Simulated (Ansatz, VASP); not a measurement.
## One calculation of Na, two programs

INCAR

```
SYSTEM = Na
  PREC = Accurate
  ENCUT = 520
  EDIFF = 1E-7
  ISMEAR = -1
  SIGMA = 0.1
  LREAL = .FALSE.
  LASPH = .TRUE.
  NELM = 80
  ALGO = Normal
  ISIF = 2
  LWAVE = .FALSE.
  LCHARG = .FALSE.
  GGA = CA
  NBANDS = 10
```

Contents of KPOINTS:

```
regular mesh
0
G
  6 7 7
  0 0 0
```

The input POSCAR:

```
Na
1.0
   -1.9096865383      1.9000426652      2.7552126125
    1.7695808292     -1.8968080742      2.6525742488
    1.9845912793      1.9717028319     -2.7528964856
Na
1
Direct
    0.0000000000      0.0000000000      0.0000000000
```

Input for Ansatz:

```yaml
crystal:
  lattice:
    - [-1.9096865383018538, 1.9000426652099736, 2.7552126124671816]
    - [1.7695808292216804, -1.8968080742350573, 2.6525742488464563]
    - [1.9845912793043152, 1.9717028319320404, -2.7528964855962537]
  atoms:
    - { symbol: Na, position: [0.0, 0.0, 0.0] }
basis:
  ecutwfc: 540.0
  xc_grid: 2
kpoints:
  mp_grid:
    grid: [6, 7, 7]
hamiltonian:
  xc: lda
scf:
  convergence:
    dr2_threshold: 1.0e-09
  occupations:
    method: fermi_dirac
    width: 0.1
output:
  forces: true
  stress: true
```

Alike in both runs: task single point; functional LDA; k mesh 6 × 7 × 7; occupations fermi-dirac, width 0.1 eV; no spin polarisation.

|  | VASP | Ansatz |
| --- | --- | --- |
| version | VASP 6.6.1 | Ansatz 0.2.0 |
| potentials or method | VASP PAW LDA potentials, release 64 (Na_pv), cutoff 520 eV | plane waves, PAW |
| valence electrons in the cell | 7 | 9 |

|  | VASP | Ansatz | Ansatz less VASP |
| --- | --- | --- | --- |
| pressure (GPa) | -1.1 | -1.1 | +0.02 |
| traceless stress, the component that is largest in VASP (GPa) | 0.29 | 0.29 | -0.001 |

LDA's correlation is that of Perdew and Zunger in VASP and of Perdew and Wang (1992) in Ansatz. VASP's potentials hold 7 valence electrons a cell and Ansatz's 9, so a difference there can come from the potentials and not from the codes. Ansatz's warnings: stress scf threshold loose.
